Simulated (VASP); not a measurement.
# Sr3Zn in VASP: further runs

Sr3Zn is run at these levels: PBEsol; tasks: single point.

Program: VASP 6.6.1. These are calculated values, not measurements. Logs are shortened: lines on timing, memory, paths and dates and some standing lists are left out, and cuts for length are marked.

**1. The cell of the first run**

It takes space group Pm-3m (No. 221, cubic). Conventional cell: a = 5.480 Å, b = 5.480 Å, c = 5.480 Å, α = 90.00°, β = 90.00°, γ = 90.00°. Within 5.1 Å of Sr (site symmetry 4/mmm) lie 8 Sr at 3.87 Å and 4 Zn at 3.87 Å. Zn (site symmetry m-3m) has 12 Sr at 3.87 Å within 5.1 Å.

**2. Single point, PBEsol**

INCAR

```
PREC = Accurate
ENCUT = 520
EDIFF = 1E-6
ISMEAR = -1
SIGMA = 0.1
LREAL = False
LASPH = True
NELM = 80
ALGO = Normal
ISIF = 2
LWAVE = False
LCHARG = False
GGA = PS
NBANDS = 29
```

KPOINTS

```
Automatic mesh
0
Gamma
  5 5 5
```

POSCAR

```
Sr3Zn
1.0
    5.4799420000      0.0000000000      0.0000000000
    0.0000000000      5.4799420000      0.0000000000
    0.0000000000      0.0000000000      5.4799420000
Sr Zn
3 1
Direct
    0.5000000000      0.0000000000      0.5000000000
    0.5000000000      0.5000000000      0.0000000000
    0.0000000000      0.5000000000      0.5000000000
    0.0000000000      0.0000000000      0.0000000000
```

Potentials or basis: VASP PAW PBE potentials, release 64 (Sr_sv, Zn).

Started as:

```bash
cat potpaw_PBE.64/Sr_sv/POTCAR potpaw_PBE.64/Zn/POTCAR > POTCAR
mpirun -np 1 vasp_std > vasp.out
```

OUTCAR:

```text
PREC = Accurate
   ENCUT = 520
   EDIFF = 1E-6
   ISMEAR = -1
   LREAL = False
   LASPH = True
   NELM = 80
   ISIF = 2
   GGA = PS

 ion  position               nearest neighbor table
   1  0.500  0.000  0.500-   2 3.87   3 3.87   4 3.87   2 3.87   4 3.87   2 3.87   3 3.87   2 3.87
                             3 3.87   4 3.87   4 3.87   3 3.87
   2  0.500  0.500  0.000-   1 3.87   3 3.87   4 3.87   1 3.87   3 3.87   1 3.87   4 3.87   1 3.87
                             3 3.87   4 3.87   3 3.87   4 3.87
   3  0.000  0.500  0.500-   1 3.87   2 3.87   4 3.87   2 3.87   4 3.87   1 3.87   4 3.87   4 3.87
                             1 3.87   2 3.87   2 3.87   1 3.87
   4  0.000  0.000  0.000-   1 3.87   2 3.87   3 3.87   1 3.87   3 3.87   2 3.87   3 3.87   3 3.87
                             1 3.87   2 3.87   1 3.87   2 3.87

  LATTYP: Found a simple cubic cell.
 ALAT       =     5.4799420000

  Lattice vectors:

 A1 = (   5.4799420000,   0.0000000000,   0.0000000000)
 A2 = (   0.0000000000,   5.4799420000,   0.0000000000)
 A3 = (   0.0000000000,   0.0000000000,   5.4799420000)

Analysis of symmetry for initial positions (statically):
=====================================================================
 Subroutine PRICEL returns:
 Original cell was already a primitive cell.

 Routine SETGRP: Setting up the symmetry group for a
 simple cubic supercell.

 Subroutine GETGRP returns: Found 48 space group operations
 (whereof 48 operations were pure point group operations)
 out of a pool of 48 trial point group operations.

The static configuration has the point symmetry O_h .

Analysis of symmetry for dynamics (positions and initial velocities):
=====================================================================
 Subroutine PRICEL returns:
 Original cell was already a primitive cell.

 Routine SETGRP: Setting up the symmetry group for a
 simple cubic supercell.

 Subroutine GETGRP returns: Found 48 space group operations
 (whereof 48 operations were pure point group operations)
 out of a pool of 48 trial point group operations.

The dynamic configuration has the point symmetry O_h .

 Subroutine INISYM returns: Found 48 space group operations
 (whereof 48 operations are pure point group operations),
 and found     1 'primitive' translations

----------------------------------------------------------------------------------------

                                     Primitive cell

  volume of cell :     164.5614

  direct lattice vectors                    reciprocal lattice vectors
     5.479942000  0.000000000  0.000000000     0.182483683  0.000000000  0.000000000
     0.000000000  5.479942000  0.000000000     0.000000000  0.182483683  0.000000000
     0.000000000  0.000000000  5.479942000     0.000000000  0.000000000  0.182483683

  length of vectors
     5.479942000  5.479942000  5.479942000     0.182483683  0.182483683  0.182483683

  position of ions in fractional coordinates (direct lattice)
     0.500000000  0.000000000  0.500000000
     0.500000000  0.500000000  0.000000000
     0.000000000  0.500000000  0.500000000
     0.000000000  0.000000000  0.000000000

  ion indices of the primitive-cell ions
   primitive index   ion index
                 1           1
                 2           2
                 3           3
                 4           4

----------------------------------------------------------------------------------------

 KPOINTS: Automatic mesh

Automatic generation of k-mesh.
 Grid dimensions read from file:
 generate k-points for:    5    5    5

 Generating k-lattice:

  Cartesian coordinates                     Fractional coordinates (reciprocal lattice)
     0.036496737  0.000000000  0.000000000     0.200000000  0.000000000  0.000000000
     0.000000000  0.036496737  0.000000000     0.000000000  0.200000000  0.000000000
     0.000000000  0.000000000  0.036496737     0.000000000  0.000000000  0.200000000

  Length of vectors
     0.036496737  0.036496737  0.036496737

  Shift w.r.t. Gamma in fractional coordinates (k-lattice)
     0.000000000  0.000000000  0.000000000

 Subroutine IBZKPT returns following result:
 ===========================================

 Found     10 irreducible k-points:

 Following reciprocal coordinates:
            Coordinates               Weight
  0.000000  0.000000  0.000000      1.000000
  0.200000  0.000000  0.000000      6.000000
  0.400000  0.000000  0.000000      6.000000
  0.200000  0.200000  0.000000     12.000000
  0.400000  0.200000  0.000000     24.000000
  0.400000  0.400000  0.000000     12.000000
  0.200000  0.200000  0.200000      8.000000
  0.400000  0.200000  0.200000     24.000000
  0.400000  0.400000  0.200000     24.000000
  0.400000  0.400000  0.400000      8.000000
   k-points           NKPTS =     10   k-points in BZ     NKDIM =     10   number of bands    NBANDS=     29
   number of dos      NEDOS =    301   number of ions     NIONS =      4
   total plane-waves  NPLWV =  74088
   dimension x,y,z NGX =    42 NGY =   42 NGZ =   42
   dimension x,y,z NGXF=    84 NGYF=   84 NGZF=   84
   ions per type =               3   1
   NGX,Y,Z   is equivalent  to a cutoff of  12.74, 12.74, 12.74 a.u.
   NGXF,Y,Z  is equivalent  to a cutoff of  25.48, 25.48, 25.48 a.u.
 SYSTEM =  unknown system
   PREC   = accura    normal or accurate (medium, high low for compatibility)
   ISTART =      0    job   : 0-new  1-cont  2-samecut
   ICHARG =      2    charge: 1-file 2-atom 10-const
   ISPIN  =      1    spin polarized calculation?
   LNONCOLLINEAR =      F non collinear calculations
   LSORBIT =      F    spin-orbit coupling
   LASPH  =      T    aspherical Exc in radial PAW
   ENCUT  =  520.0 eV  38.22 Ry    6.18 a.u.  10.19 10.19 10.19*2*pi/ulx,y,z
   NELM   =     80;   NELMIN=  2; NELMDL= -5     # of ELM steps
   EDIFF  = 0.1E-05   stopping-criterion for ELM
   LREAL  =      F    real-space projection
   EDIFFG = 0.1E-04   stopping-criterion for IOM
   NSW    =      0    number of steps for IOM
   IBRION =     -1    ionic relax: 0-MD 1-quasi-New 2-CG
   NFREE  =      0    steps in history (QN), initial steepest desc. (CG)
   ISIF   =      2    stress and relaxation
   ISYM   =      2    0-nonsym 1-usesym 2-fastsym
   POTIM  = 0.5000    time-step for ionic-motion
   TEBEG  =    0.0;   TEEND  =   0.0 temperature during run
   PSTRESS=    0.0 pullay stress
   NELECT =      42.0000    total number of electrons
   NUPDOWN=      -1.0000    fix difference up-down
   EMIN   =  10.00;   EMAX   =-10.00  energy-range for DOS
   EFERMI =   0.00;   METHOD = LEGACY
   ISMEAR =    -1;   SIGMA  =   0.10  broadening in eV -4-tet -1-fermi 0-gaus
   EFERMI_NEDOS =   21; number of points for ismear=-14 and -15
   IALGO  =     38    algorithm
   IMIX   =      4    mixing-type and parameters
     AMIX     =   0.40;   BMIX     =  1.00
     AMIX_MAG =   1.60;   BMIX_MAG =  1.00
  volume/ion in A,a.u.               =      41.14       277.63
  Fermi-wavevector in a.u.,A,eV,Ry     =   1.038441  1.962370 14.671984  1.078360
  Thomas-Fermi vector in A             =   2.172926
   LORBIT       =      0    0 simple, 1 ext, 2 COOP (PROOUT), +10 PAW based schemes
   GGA     = PS    functional components
   LHFCALC =     F    Hartree Fock is set to
   AEXX    =    0.0000 exact exchange contribution
   IVDW    =     0    specifies the selected vdW correction
   LEPSILON=     F    determine dielectric tensor
   LRPA    =     F    only Hartree local field effects (RPA)
 non-spin polarized calculation
  energy-cutoff  :      520.00
  volume of cell :      164.56
 maximum number of plane-waves:      4447
 NGX is ok and might be reduce to    42
   NGX = 21   NGY = 21   NGZ = 21

 number of electron      41.9999978 magnetization

 Free energy of the ion-electron system (eV)
  ---------------------------------------------------
  ext. energy  EPLUGINS =         0.00000000
  ---------------------------------------------------
  free energy    TOTEN  =        -6.72165330 eV

  energy without entropy =       -6.55618831  energy(sigma->0) =       -6.63892080

 E-fermi :   1.7217     XC(G=0):  -8.1634

 val. band max:        1.6926568039   @ k =   0.4000   0.2000   0.2000
 cond. band min:       1.7278354788   @ k =   0.2000   0.2000   0.2000
 fundamental gap:      0.0351786749
 Fermi energy:         1.7216758904

 k-point     1 :       0.0000    0.0000    0.0000
  band No.  band energies     occupation
      1     -34.5341      2.00000
      2     -34.4830      2.00000
      3     -34.4830      2.00000
      4     -16.7113      2.00000
      5     -16.7113      2.00000
      6     -16.7113      2.00000
[... 21 lines left out ...]
     28       4.3621      0.00000
     29       5.4483      0.00000

 k-point     2 :       0.2000    0.0000    0.0000
  band No.  band energies     occupation
      1     -34.5298      2.00000
      2     -34.4873      2.00000
      3     -34.4830      2.00000
      4     -16.6933      2.00000
      5     -16.6933      2.00000
      6     -16.6831      2.00000
[... 21 lines left out ...]
     28       4.4378      0.00000
     29       5.1288      0.00000

 k-point     3 :       0.4000    0.0000    0.0000
  band No.  band energies     occupation
      1     -34.5198      2.00000
      2     -34.4972      2.00000
      3     -34.4829      2.00000
      4     -16.6561      2.00000
      5     -16.6561      2.00000
      6     -16.6061      2.00000
[... 21 lines left out ...]
     28       4.0055      0.00000
     29       4.6217      0.00000

 k-point     4 :       0.2000    0.2000    0.0000
  band No.  band energies     occupation
      1     -34.5259      2.00000
      2     -34.4888      2.00000
      3     -34.4853      2.00000
      4     -16.7052      2.00000
      5     -16.6747      2.00000
      6     -16.6355      2.00000
[... 149 lines left out ...]
     28       4.4473      0.00000
     29       4.9322      0.00000

 k-point     9 :       0.4000    0.4000    0.2000
  band No.  band energies     occupation
      1     -34.5068      2.00000
      2     -34.4982      2.00000
      3     -34.4946      2.00000
      4     -16.7507      2.00000
      5     -16.6640      2.00000
      6     -16.6134      2.00000
[... 21 lines left out ...]
     28       4.6260      0.00000
     29       4.8376      0.00000

 k-point    10 :       0.4000    0.4000    0.4000
  band No.  band energies     occupation
      1     -34.5030      2.00000
      2     -34.4982      2.00000
      3     -34.4982      2.00000
      4     -16.8087      2.00000
      5     -16.6654      2.00000
      6     -16.6627      2.00000
[... 21 lines left out ...]
     28       4.4279      0.00000
     29       4.9082      0.00000

------------------------ aborting loop because EDIFF is reached ----------------------------------------

  FORCE on cell =-STRESS in cart. coord.  units (eV):
  Direction    XX          YY          ZZ          XY          YZ          ZX
  --------------------------------------------------------------------------------------
  -------------------------------------------------------------------------------------
  Total       -0.8655283     -0.8655283     -0.8655283      0.0000000      0.0000000      0.0000000
  in kB       -8.4268245     -8.4268245     -8.4268245      0.0000000      0.0000000      0.0000000
  external PRESSURE =      -8.4268245 kB  Pullay stress =       0.0000000 kB

 VOLUME and BASIS-vectors are now :
 -----------------------------------------------------------------------------
  energy-cutoff  :      520.00
  volume of cell :      164.56
      direct lattice vectors                 reciprocal lattice vectors
     5.479942000  0.000000000  0.000000000     0.182483683  0.000000000  0.000000000
     0.000000000  5.479942000  0.000000000     0.000000000  0.182483683  0.000000000
     0.000000000  0.000000000  5.479942000     0.000000000  0.000000000  0.182483683

 POSITION                                       TOTAL-FORCE (eV/Angst)
 -----------------------------------------------------------------------------------
      2.73997      0.00000      2.73997         0.000000      0.000000      0.000000
      2.73997      2.73997      0.00000         0.000000      0.000000      0.000000
      0.00000      2.73997      2.73997         0.000000      0.000000      0.000000
      0.00000      0.00000      0.00000         0.000000      0.000000      0.000000
 -----------------------------------------------------------------------------------
    total drift:                                0.000000     -0.000000     -0.000000

  FREE ENERGIE OF THE ION-ELECTRON SYSTEM (eV)
  ---------------------------------------------------
  free  energy   TOTEN  =        -6.7216533022 eV

  energy  without entropy=       -6.5561883064  energy(sigma->0) =       -6.63892080
```

It took 42 s on 1 thread of Intel Xeon 6975P-C, shared host; peak memory 0.27 GiB.

What came out:

```yaml
Free_energy: -6.7217 eV
Pressure: -0.8 GPa
Band_gap_on_the_k_mesh: zero (band 21 reaches 2.12 eV, above the bottom of band 22 at 1.69 eV)
```

Levels at points of the mesh, in eV from the Fermi level:
| k point | band 19 | band 20 | band 21 | band 22 | band 23 | band 24 |
| --- | --- | --- | --- | --- | --- | --- |
| (0.00, 0.00, 0.00) | -1.72 | 0.12 | 0.12 | 0.76 | 0.76 | 0.76 |

Caveat: the PAW data sets were made with another functional, which shifts forces and pressure a little.

(Part 1 of 3 ends here.)
